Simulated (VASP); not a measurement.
# CoSi2: relaxation of cell and atoms with PBE+D3(BJ)

The system is CoSi2.

```
Co Si
1.0
     0.00000    2.67800    2.67800
     2.67800    0.00000    2.67800
     2.67800    2.67800    0.00000
Co Si
1 2
Direct
  0.00000 0.00000 0.00000
  0.75000 0.75000 0.75000
  0.25000 0.25000 0.25000
```

- Program: VASP 6.6.1
- Task: relaxation of cell and atoms
- Functional: PBE
- Dispersion: D3(BJ)
- Potentials or basis: VASP PAW PBE potentials, release 64 (Co, Si)
- Cutoff: 600 eV
- k mesh: 9 × 9 × 9
- Occupations: fermi-dirac, width 0.05 eV
- Spin: collinear spin, ferromagnetic start
- Starting moments: [2.0, 0.0, 0.0] μB
- Dipole correction: no
- Further INCAR settings: ALGO = Normal; EDIFF = 1e-07; IBRION = 2; EDIFFG = -0.01; NSW = 60; ISIF = 3

```
Relaxed volume                                        : 12.43 Å³/atom
Relaxed cell                                          : a = 3.750 Å, b = 3.750 Å, c = 3.750 Å, α = 60.00°, β = 60.00°, γ = 60.00°
Space group after relaxing (to 0.05 Å)                : Fm-3m (No. 225)
Energy gained by relaxing                             : 6.6 meV/atom
Ionic steps                                           : 3
Pressure after relaxing                               : 0.0 GPa
Net moment                                            : 0.00 μB per cell
Valence electrons inside the program's atomic spheres : Co 8.94; Si 1.61
Dispersion energy per atom                            : -0.456 eV
```

The path:
| step | energy change (eV) | largest force (eV/Å) | pressure (GPa) | volume (Å³) |
| --- | --- | --- | --- | --- |
| 1 | 0.0000 | 0.0000 | -5.42 | 38.41 |
| 2 | 0.0063 | 0.0000 | 7.02 | 36.05 |
| 3 | -0.0197 | 0.0000 | -0.02 | 37.29 |

Final structure:
```xyz
3
Lattice="0.0000 2.6516 2.6516 2.6516 0.0000 2.6516 2.6516 2.6516 0.0000" Properties=species:S:1:pos:R:3 pbc="T T T"
Co    0.0000    0.0000    0.0000
Si    3.9774    3.9774    3.9774
Si    1.3258    1.3258    1.3258
```

Levels at points of the mesh, in eV from the Fermi level:
Spin up:
```
           k point  band 7  band 8  band 9  band 10  band 11  band 12
(0.00, 0.00, 0.00)    1.09    3.49    3.49     3.49     3.56     3.56
```
Spin down:
```tsv
k point	band 7	band 8	band 9	band 10	band 11	band 12
(0.00, 0.00, 0.00)	1.09	3.49	3.49	3.49	3.56	3.56
```

Wall time 84 s on 1 thread of Intel(R) Xeon(R) 6975P-C (Granite Rapids) (shared host), peak memory 0.22 GiB.

Caveat: the starting moments collapsed, and a magnetic state may lie lower; pairwise dispersion overbinds metals, which lowers pressure and volume.
